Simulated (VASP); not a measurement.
Crystal: FeO.

```
Fe O
1.0
     0.00000    2.15540    2.15540
     2.15540    0.00000    2.15540
     2.15540    2.15540    0.00000
Fe O
1 1
Direct
  0.00000 0.00000 0.00000
  0.50000 0.50000 0.50000
```

Base run:

| Item | Value |
| --- | --- |
| Program | VASP 6.6.1 |
| Functional | PBE |
| Potentials or basis | VASP PAW PBE potentials, release 64 (Fe_sv, O) |
| Cutoff | 700 eV |
| k mesh | 11 × 11 × 11 |
| Occupations | gaussian, width 0.014 eV |
| Spin | collinear spin, ferromagnetic start |
| Starting moments | [3.0, 0.0] μB |

Its results: band gap on the k mesh zero (filled and empty bands overlap); pressure -1.4 GPa; net moment 4.00 μB per cell; site moments Fe +3.48; O +0.30 μB.

**Question.** The run is repeated on the same cell with these changes: functional from PBE to PBEsol; occupations from gaussian, width 0.014 eV to gaussian, width 0.05 eV. What comes out?

**Answer.** Band gap on the k mesh zero (filled and empty bands overlap); pressure -9.6 GPa; net moment 4.00 μB per cell; site moments Fe +3.47; O +0.30 μB.

Caveats: a cell with one magnetic atom can't hold antiferromagnetic order, which such compounds often take; semilocal functionals often make such compounds metallic where correlation or magnetic order opens a gap, which also shifts bond lengths; the cell stands under tension (at least some runs); the PAW data sets were made with another functional, which shifts forces and pressure a little (at least some runs).
